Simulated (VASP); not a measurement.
# Ru in VASP: a series of runs, part 2 of 2

VASP 6.6.1. The steps go on from the part before.

### Step 3. Electric field gradients, r2SCAN

Contents of POSCAR:

```
Ru
1.0
    0.0000000000      2.5818259214      2.5818259214
    2.5818259214      0.0000000000      2.5818259214
    2.5818259214      2.5818259214      0.0000000000
Ru
2
Direct
   -0.1250000000     -0.1250000000     -0.1250000000
    0.1250000000      0.1250000000      0.1250000000
```

Contents of INCAR.step1:

```
PREC = Accurate
ENCUT = 440
ISMEAR = -4
SIGMA = 0.1
LREAL = False
LASPH = True
NELM = 120
NBANDS = 21
GGA = PE
ALGO = Normal
EDIFF = 1E-5
LWAVE = True
LCHARG = False
GGA_COMPAT = False
```

Contents of INCAR.step2:

```
PREC = Accurate
ENCUT = 440
EDIFF = 1E-8
ISMEAR = -4
SIGMA = 0.1
LREAL = False
LASPH = True
NELM = 120
ALGO = Normal
ISIF = 2
LWAVE = False
LCHARG = False
METAGGA = R2SCAN
LMIXTAU = True
LEFG = True
NBANDS = 21
ISTART = 1
GGA_COMPAT = False
```

Contents of KPOINTS:

```
regular mesh
0
Gamma
  10 10 10
```

Potentials or basis: VASP PAW PBE potentials, release 64 (Ru_pv).

Run with:

```
$ cat potpaw_PBE.64/Ru_pv/POTCAR > POTCAR
$ cp INCAR.step1 INCAR
$ mpirun -np 1 vasp_std > vasp.out
$ cp INCAR.step2 INCAR
$ mpirun -np 1 vasp_std > vasp.out
```

OUTCAR:

```text
PREC = Accurate
   ENCUT = 440
   EDIFF = 1E-8
   ISMEAR = -4
   LREAL = False
   LASPH = True
   NELM = 120
   ISIF = 2
   METAGGA = R2SCAN
   ISTART = 1

 ion  position               nearest neighbor table
   1  0.875  0.875  0.875-   2 2.24   2 2.24   2 2.24   2 2.24
   2  0.125  0.125  0.125-   1 2.24   1 2.24   1 2.24   1 2.24

  LATTYP: Found a face centered cubic cell.
 ALAT       =     5.1636518428

  Lattice vectors:

 A1 = (   0.0000000000,   2.5818259214,   2.5818259214)
 A2 = (   2.5818259214,   0.0000000000,   2.5818259214)
 A3 = (   2.5818259214,   2.5818259214,   0.0000000000)

Analysis of symmetry for initial positions (statically):
=====================================================================
 Subroutine PRICEL returns:
 Original cell was already a primitive cell.

 Routine SETGRP: Setting up the symmetry group for a
 face centered cubic supercell.

 Subroutine GETGRP returns: Found 48 space group operations
 (whereof 12 operations were pure point group operations)
 out of a pool of 48 trial point group operations.

The static configuration has the point symmetry D_3d.
 The point group associated with its full space group is O_h .

Analysis of symmetry for dynamics (positions and initial velocities):
=====================================================================
 Subroutine PRICEL returns:
 Original cell was already a primitive cell.

 Routine SETGRP: Setting up the symmetry group for a
 face centered cubic supercell.

 Subroutine GETGRP returns: Found 48 space group operations
 (whereof 12 operations were pure point group operations)
 out of a pool of 48 trial point group operations.

The dynamic configuration has the point symmetry D_3d.
 The point group associated with its full space group is O_h .

[... 152 lines left out ...]
 cond. band min:       9.1711570754   @ k =   0.3000   0.1000   0.0000
 fundamental gap:     -0.1311245663
 Fermi energy:         9.1761560075

 k-point     1 :       0.0000    0.0000    0.0000
  band No.  band energies     occupation
      1     -35.8716      2.00000
      2     -35.8716      2.00000
      3     -35.8716      2.00000
      4     -34.4187      2.00000
      5     -34.4187      2.00000
      6     -34.4187      2.00000
[... 565 lines left out ...]
     20      17.3453      0.00000
     21      18.3163      0.00000

 [... further k-points ...]
[... 5 lines left out ...]
  --------------------------------------------------------------------------------------
  -------------------------------------------------------------------------------------
  Total        7.9232078      7.9232078      7.9232078      0.0000000      0.0000000     -0.0000000
  in kB      368.8083661    368.8083661    368.8083661      0.0000000      0.0000000     -0.0000000
  external PRESSURE =     368.8083661 kB  Pullay stress =       0.0000000 kB

 VOLUME and BASIS-vectors are now :
 -----------------------------------------------------------------------------
  energy-cutoff  :      440.00
  volume of cell :       34.42
      direct lattice vectors                 reciprocal lattice vectors
     0.000000000  2.581825921  2.581825921    -0.193661391  0.193661391  0.193661391
     2.581825921  0.000000000  2.581825921     0.193661391 -0.193661391  0.193661391
     2.581825921  2.581825921  0.000000000     0.193661391  0.193661391 -0.193661391

 POSITION                                       TOTAL-FORCE (eV/Angst)
 -----------------------------------------------------------------------------------
      4.51820      4.51820      4.51820         0.000000      0.000000     -0.000000
      0.64546      0.64546      0.64546        -0.000000     -0.000000      0.000000
 -----------------------------------------------------------------------------------
    total drift:                                0.000000     -0.000000     -0.000000

  FREE ENERGIE OF THE ION-ELECTRON SYSTEM (eV)
  ---------------------------------------------------
  free  energy   TOTEN  =       -47.9631060665 eV

  energy  without entropy=      -47.9631060665  energy(sigma->0) =      -47.96310607

 Electric field gradients (V/A^2)
---------------------------------------------------------------------
 ion       V_xx      V_yy      V_zz      V_xy      V_xz      V_yz
---------------------------------------------------------------------
   1      -0.000     0.000     0.000     0.001     0.001     0.001
   2      -0.000     0.000     0.000     0.001     0.001     0.001
---------------------------------------------------------------------

 Electric field gradients after diagonalization (V/A^2)
 (convention: |V_zz| > |V_xx| > |V_yy|)
----------------------------------------------------------------------
 ion       V_xx      V_yy      V_zz     asymmetry (V_yy - V_xx)/ V_zz
----------------------------------------------------------------------
   1      -0.001    -0.001     0.002       0.000
   2      -0.001    -0.001     0.002       0.000
----------------------------------------------------------------------

           NMR quadrupolar parameters

 Cq : quadrupolar parameter    Cq=e*Q*V_zz/h
 eta: asymmetry parameters     (V_yy - V_xx)/ V_zz
 Q  : nuclear electric quadrupole moment in mb (millibarn)
----------------------------------------------------------------------
 ion       Cq(MHz)       eta       Q (mb)
----------------------------------------------------------------------
   1       0.000       0.000       1.000
   2       0.000       0.000       1.000
----------------------------------------------------------------------
```

OUTCAR.step1:

```text
PREC = Accurate
   ENCUT = 440
   ISMEAR = -4
   LREAL = False
   LASPH = True
[... 802 lines left out ...]
      4.51820      4.51820      4.51820        -0.000000     -0.000000     -0.000000
      0.64546      0.64546      0.64546         0.000000      0.000000      0.000000
 -----------------------------------------------------------------------------------
    total drift:                                0.000000     -0.000000     -0.000000

  FREE ENERGIE OF THE ION-ELECTRON SYSTEM (eV)
  ---------------------------------------------------
  free  energy   TOTEN  =       -15.3917533742 eV

  energy  without entropy=      -15.3917533742  energy(sigma->0) =      -15.39175337
```

It took 2.4 min on 1 thread of Intel Xeon Platinum 8375C at 2.90GHz (Ice Lake), shared host; peak memory 0.17 GiB.

What came out:

| Property | Result |
| --- | --- |
| Free energy | -47.9631 eV |
| Pressure | 36.9 GPa |
| Band gap on the k mesh | zero (band 14 reaches 9.81 eV, above the bottom of band 15 at 8.63 eV) |

Levels at points of the mesh, in eV from the Fermi level:
```
           k point  band 12  band 13  band 14  band 15  band 16  band 17
(0.00, 0.00, 0.00)    -3.95    -0.48    -0.48    -0.48     2.54     2.54
(0.50, 0.00, 0.00)    -3.67    -0.42     0.38     0.38     1.94     1.94
(0.50, 0.50, 0.00)    -1.69    -1.39    -1.39     2.29     2.29     4.22
```

Caveat: without QUAD_EFG the Cq values of the log hold for a quadrupole moment of 1 mb, not for the nuclei; the PAW data sets were made with another functional, which shifts forces and pressure a little.

### Step 4. Electric field gradients, r2SCAN (shortest bond scaled by 0.94)

Contents of POSCAR:

```
Ru
1.0
    0.0000000000      2.5818259214      2.5818259214
    2.5818259214      0.0000000000      2.5818259214
    2.5818259214      2.5818259214      0.0000000000
Ru
2
Direct
   -0.1475000000     -0.1175000000     -0.1175000000
    0.1475000000      0.1175000000      0.1175000000
```

Contents of INCAR.step1:

```
SYSTEM = Ru
  ALGO = Normal
  EDIFF = 1E-5
  ENCUT = 440
  GGA = PE
  GGA_COMPAT = .FALSE.
  ISMEAR = -1
  LASPH = .TRUE.
  LCHARG = .FALSE.
  LREAL = .FALSE.
  LWAVE = .TRUE.
  NBANDS = 21
  NELM = 120
  PREC = Accurate
  SIGMA = 0.05
```

Contents of INCAR.step2:

```
SYSTEM = Ru
  ALGO = Normal
  EDIFF = 1E-8
  ENCUT = 440
  GGA_COMPAT = .FALSE.
  ISIF = 2
  ISMEAR = -1
  ISTART = 1
  LASPH = .TRUE.
  LCHARG = .FALSE.
  LEFG = .TRUE.
  LMIXTAU = .TRUE.
  LREAL = .FALSE.
  LWAVE = .FALSE.
  METAGGA = R2SCAN
  NBANDS = 21
  NELM = 120
  PREC = Accurate
  SIGMA = 0.05
```

Contents of KPOINTS:

```
k-points
0
G
  10 10 10
  0 0 0
```

Potentials or basis: VASP PAW PBE potentials, release 64 (Ru_pv).

Run with:

```
$ cat potpaw_PBE.64/Ru_pv/POTCAR > POTCAR
$ cp INCAR.step1 INCAR
$ mpirun -np 1 vasp_std > vasp.out
$ cp INCAR.step2 INCAR
$ mpirun -np 1 vasp_std > vasp.out
```

OUTCAR:

```text
SYSTEM = Ru
   EDIFF = 1E-8
   ENCUT = 440
   ISIF = 2
   ISMEAR = -1
   ISTART = 1
   LASPH = .TRUE.
   LREAL = .FALSE.
   METAGGA = R2SCAN
   NELM = 120
   PREC = Accurate

 ion  position               nearest neighbor table
   1  0.852  0.883  0.883-   2 2.10   2 2.28   2 2.28   2 2.28
   2  0.148  0.117  0.117-   1 2.10   1 2.28   1 2.28   1 2.28

  LATTYP: Found a face centered cubic cell.
 ALAT       =     5.1636518428

  Lattice vectors:

 A1 = (   0.0000000000,   2.5818259214,   2.5818259214)
 A2 = (   2.5818259214,   0.0000000000,   2.5818259214)
[... 791 lines left out ...]
  free  energy   TOTEN  =       -47.7856584455 eV

  energy  without entropy=      -47.7724495850  energy(sigma->0) =      -47.77905402

 Electric field gradients (V/A^2)
---------------------------------------------------------------------
 ion       V_xx      V_yy      V_zz      V_xy      V_xz      V_yz
---------------------------------------------------------------------
   1       0.000    -0.000    -0.000   -42.847   -42.847    42.850
   2       0.000    -0.000    -0.000   -42.847   -42.847    42.850
---------------------------------------------------------------------

 Electric field gradients after diagonalization (V/A^2)
 (convention: |V_zz| > |V_xx| > |V_yy|)
----------------------------------------------------------------------
 ion       V_xx      V_yy      V_zz     asymmetry (V_yy - V_xx)/ V_zz
----------------------------------------------------------------------
   1     -42.850   -42.846    85.697       0.000
   2     -42.850   -42.846    85.697       0.000
----------------------------------------------------------------------

           NMR quadrupolar parameters

 Cq : quadrupolar parameter    Cq=e*Q*V_zz/h
 eta: asymmetry parameters     (V_yy - V_xx)/ V_zz
 Q  : nuclear electric quadrupole moment in mb (millibarn)
----------------------------------------------------------------------
 ion       Cq(MHz)       eta       Q (mb)
----------------------------------------------------------------------
   1       0.207       0.000       1.000
   2       0.207       0.000       1.000
----------------------------------------------------------------------
```

OSZICAR.step1:

```text
N       E                     dE             d eps       ncg     rms          rms(c)
DAV:   1     0.270952832789E+03    0.27095E+03   -0.16178E+04  4872   0.126E+03
DAV:   2    -0.103446145123E+02   -0.28130E+03   -0.27188E+03  5212   0.408E+02
DAV:   3    -0.155683581497E+02   -0.52237E+01   -0.51968E+01  5442   0.636E+01
DAV:   4    -0.156156669836E+02   -0.47309E-01   -0.47283E-01  6675   0.553E+00
DAV:   5    -0.156161179590E+02   -0.45098E-03   -0.44979E-03  5411   0.487E-01    0.186E+01
DAV:   6    -0.152625990305E+02    0.35352E+00   -0.80401E-01  5607   0.831E+00    0.855E+00
DAV:   7    -0.152186081357E+02    0.43991E-01   -0.10736E-01  5502   0.277E+00    0.239E+00
DAV:   8    -0.152126717053E+02    0.59364E-02   -0.16083E-02  5402   0.102E+00    0.101E-01
DAV:   9    -0.152126263298E+02    0.45376E-04   -0.62837E-04  5638   0.229E-01    0.400E-02
DAV:  10    -0.152126575116E+02   -0.31182E-04   -0.39817E-05  5595   0.546E-02    0.351E-03
DAV:  11    -0.152126580814E+02   -0.56976E-06   -0.13045E-06  3659   0.928E-03
   1 F= -.15212658E+02 E0= -.15205573E+02  d E =-.141704E-01
```

It took 5.4 min on 1 thread of Intel Xeon Platinum 8375C at 2.90GHz (Ice Lake), shared host; peak memory 0.19 GiB.

Results:

```
Free energy            : -47.7857 eV
Pressure               : 39.1 GPa
Largest force          : 3.347 eV/Å
Band gap on the k mesh : zero (band 14 reaches 9.52 eV, above the bottom of band 15 at 8.43 eV)
```

Forces on the atoms (eV/Å):
```
Ru  -1.932  1.932  1.932
Ru   1.932 -1.932 -1.932
```

Electric field gradients, principal values (V/Å²):
| atom | least | middle | greatest (by size) |
| --- | --- | --- | --- |
| 1 Ru | -42.846 | -42.850 | 85.697 |
| 2 Ru | -42.846 | -42.850 | 85.697 |

Caveat: the cell differs from its parent crystal (shortest bond scaled by 0.94); without QUAD_EFG the Cq values of the log hold for a quadrupole moment of 1 mb, not for the nuclei; the PAW data sets were made with another functional, which shifts forces and pressure a little.
